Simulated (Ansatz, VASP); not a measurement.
## One calculation of CsIn, two programs

Contents of INCAR:

```
  PREC = Accurate
  ENCUT = 520
  EDIFF = 1E-6
  ISMEAR = 0
  SIGMA = 0.1
  LREAL = F
  LASPH = T
  NELM = 80
  ALGO = Fast
  ISIF = 2
  LWAVE = F
  LCHARG = T
  GGA = PE
  LELF = T
  LVHAR = T
  NBANDS = 30
```

KPOINTS

```
regular mesh
0
Gamma
  6 6 4
```

The input POSCAR:

```
CsIn
1.0
    4.7988923618      0.0000000000      0.0000000000
   -2.3994461808      4.1559626953      0.0000000000
    0.0000000000      0.0000000000      7.6852606265
Cs In
2 2
Direct
    0.3333333333      0.6666666667      0.0000000000
    0.6666666667      0.3333333333      0.5000000000
    0.3333333333      0.6666666667      0.3821000000
    0.6666666667      0.3333333333      0.8821000000
```

Input for Ansatz:

```yaml
crystal:
  lattice:
    - [4.7988923618, 0.0, 0.0]
    - [-2.3994461808, 4.1559626953, 0.0]
    - [0.0, 0.0, 7.6852606265]
  atoms:
    - { symbol: Cs, position: [0.3333333333, 0.6666666667, 0.0] }
    - { symbol: Cs, position: [0.6666666667, 0.3333333333, 0.5] }
    - { symbol: In, position: [0.3333333333, 0.6666666667, 0.3821] }
    - { symbol: In, position: [0.6666666667, 0.3333333333, 0.8821] }
basis:
  ecutwfc: 420
kpoints:
  mp_grid: { grid: [6, 6, 4] }
hamiltonian:
  xc: pbe
scf:
  occupations: { method: gaussian, width: 0.1 }
  lower_state_search: "off"
output:
  forces: true
  stress: true
  eigenvalues: true
```

Alike in both runs: task single point; functional PBE; k mesh 6 × 6 × 4; occupations gaussian, width 0.1 eV; no spin polarisation.

```csv
,VASP,Ansatz
version,VASP 6.6.1,Ansatz 0.2.0
potentials or method,"VASP PAW PBE potentials, release 64 (Cs_sv, In_d), cutoff 520 eV","scalar-relativistic, plane waves, PAW"
valence electrons in the cell,44,44
```

VASP gave:

| Property | Result |
| --- | --- |
| gap on the k mesh at the Fermi level (eV) | none |
| pressure (GPa) | 16.2 |
| traceless stress, the component that is largest in VASP (GPa) | -0.24 |
| rms of the force components (eV/Å) | 0.004 |

**Question.** Which values does Ansatz return?

**Answer.** gap on the k mesh at the Fermi level (eV): none; pressure (GPa): 16.0; traceless stress, the component that is largest in VASP (GPa): -0.25; rms of the force components (eV/Å): 0.004.

Atom by atom the forces differ by 0.000 eV/Å (rms over components). A gap of «none» marks a metal or a gap that the smearing closes. The functional is the same, so the differences come from potentials, cutoffs and numerics.

Neither program's run includes spin-orbit coupling.
